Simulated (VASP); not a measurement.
# Sb2Br4O: single point with PBE

Crystal: Sb2Br4O.

```
CELL_PARAMETERS angstrom
0.00000 4.89288 0.00000
4.89288 0.00000 0.00000
2.44644 2.44644 -8.58166
ATOMIC_POSITIONS crystal
Br 0.32751 0.32751 0.34498
Br 0.67249 0.67249 0.65502
Br 0.50000 0.00000 0.00000
Br 0.00000 0.50000 0.00000
O 0.50000 0.50000 0.00000
Sb 0.13680 0.13680 0.72640
Sb 0.86320 0.86320 0.27360
```

- Program: VASP 6.6.1
- Task: single point
- Functional: PBE
- Potentials or basis: VASP PAW PBE potentials, release 64 (Br, O, Sb)
- Cutoff: 520 eV
- k mesh: 7 × 7 × 7
- Occupations: methfessel-paxton, width 0.2699 eV
- Spin: no spin polarisation
- Dipole correction: no
- Further INCAR settings: ALGO = Normal; EDIFF = 1e-06; NBANDS = 31

```
Pressure               : -5.6 GPa
Largest force          : 0.820 eV/Å
Band gap on the k mesh : zero (bands 22 and 23 overlap by 1.14 eV)
```

Forces in eV/Å, atoms in the order of the input:
```
Br   0.000  0.000 -0.820
Br   0.000  0.000  0.820
Br   0.000  0.000  0.000
Br   0.000  0.000  0.000
O    0.000  0.000  0.000
Sb   0.000  0.000  0.174
Sb   0.000  0.000 -0.174
```

Stress tensor (GPa, compression positive):
```
-5.60  0.00  0.00
 0.00 -5.60  0.00
 0.00  0.00 -5.48
```

Levels at points of the mesh, in eV from the Fermi level:
```csv
k point,band 18,band 19,band 20,band 21,band 22,band 23,band 24,band 25,band 26,band 27
"(0.00, 0.00, 0.00)",-2.54,-2.54,-0.52,0.00,0.69,0.69,0.95,0.95,1.08,1.60
```

It took 8.7 min on 1 thread of Oxide Virtual Turin-like Processor (shared host), peak memory 0.39 GiB.

Caveat: the cell stands under tension; spin-orbit coupling is left out, which moves the levels of the heavy elements.
